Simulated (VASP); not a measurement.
Set up this calculation in VASP 6.6.1, as the native input.

```yaml
Task: single point
Functional: PBE
Potentials_or_basis: VASP PAW PBE potentials, release 64 (Mg, Hf_pv, O)
Cutoff: 520 eV
k_mesh: 6 × 6 × 6
Occupations: gaussian, width 0.1 eV
Spin: no spin polarisation
Dipole_correction: no
Further_INCAR_settings: ALGO = Normal; EDIFF = 1e-06; NBANDS = 25
```

The structure of Hf2MgO2 lies in POSCAR:

```
Hf2MgO2
1.0
   -1.7869158400      1.7869158400      5.8037694700
    1.7869158400     -1.7869158400      5.8037694700
    1.7869158400      1.7869158400     -5.8037694700
Mg Hf O
1 2 2
Direct
    0.0000000000      0.0000000000      0.0000000000
    0.6574000100      0.6574000100      0.0000000000
    0.3425999900      0.3425999900      0.0000000000
    0.8686000100      0.8686000100      0.0000000000
    0.1313999900      0.1313999900      0.0000000000
```

The input as run:

INCAR

```
SYSTEM = Hf2MgO2
PREC = Accurate
ENCUT = 520
EDIFF = 1E-6
ISMEAR = 0
SIGMA = 0.1
LREAL = .False.
LASPH = .True.
NELM = 80
ALGO = Normal
ISIF = 2
LWAVE = .False.
LCHARG = .True.
GGA = PE
LELF = .True.
LVHAR = .True.
NBANDS = 25
```

KPOINTS

```
Automatic mesh
0
Gamma
  6 6 6
  0 0 0
```

Potentials or basis: VASP PAW PBE potentials, release 64 (Mg, Hf_pv, O).

Launch:

```bash
$ cat potpaw_PBE.64/Mg/POTCAR potpaw_PBE.64/Hf_pv/POTCAR potpaw_PBE.64/O/POTCAR > POTCAR
$ mpirun -np 1 vasp_std > vasp.out
```

Results of the run:

- Pressure: 16.0 GPa
- Largest force: 14.344 eV/Å
- Band gap on the k mesh: zero (band 17 reaches 5.84 eV, above the bottom of band 18 at 5.15 eV)

Caveat: the k points lie up to 0.41 Å⁻¹ apart; spin-orbit coupling is left out, which moves the levels of the heavy elements; forces of over 1 eV/Å act on the atoms, so gaps and moduli don't describe the material at rest.

Wall time 98 s on 1 thread of Intel(R) Xeon(R) Platinum 8488C (Sapphire Rapids), on a shared host, peak memory 0.34 GiB.
